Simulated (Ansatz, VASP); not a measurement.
## One calculation of AlNi, two programs

```
CELL_PARAMETERS angstrom
1.87305 -1.87300 0.00000
2.09537 2.09533 0.00000
0.00000 0.00000 2.86887
ATOMIC_POSITIONS crystal
Al 0.00000 0.00000 0.00000
Ni 0.50000 0.50000 0.50000
```

Change from the starting cell: normal strain along x -0.0733, normal strain along y +0.0367.

Alike in both runs: task single point; functional PBEsol; k mesh 16 × 16 × 16; occupations gaussian, width 0.15 eV; no spin polarisation.

|  | VASP | Ansatz |
| --- | --- | --- |
| version | VASP 6.6.1 | Ansatz 0.2.0 |
| potentials or method | VASP PAW PBE potentials, release 64 (Al, Ni), cutoff 520 eV | scalar-relativistic, plane waves, PAW |
| valence electrons in the cell | 13 | 21 |

```csv
,VASP,Ansatz,Ansatz less VASP
gap on the k mesh at the Fermi level (eV),none,none,-
pressure (GPa),8.5,8.3,-0.19
"traceless stress, the component that is largest in VASP (GPa)",-6.26,-6.15,+0.114
```

VASP's potentials were made for PBE, not for PBEsol, and Ansatz warns of the same on its side. A gap of «none» marks a metal or a gap that the smearing closes. VASP's potentials hold 13 valence electrons a cell and Ansatz's 21, so a difference there can come from the potentials and not from the codes. Ansatz's warnings: near symmetry operations not taken.
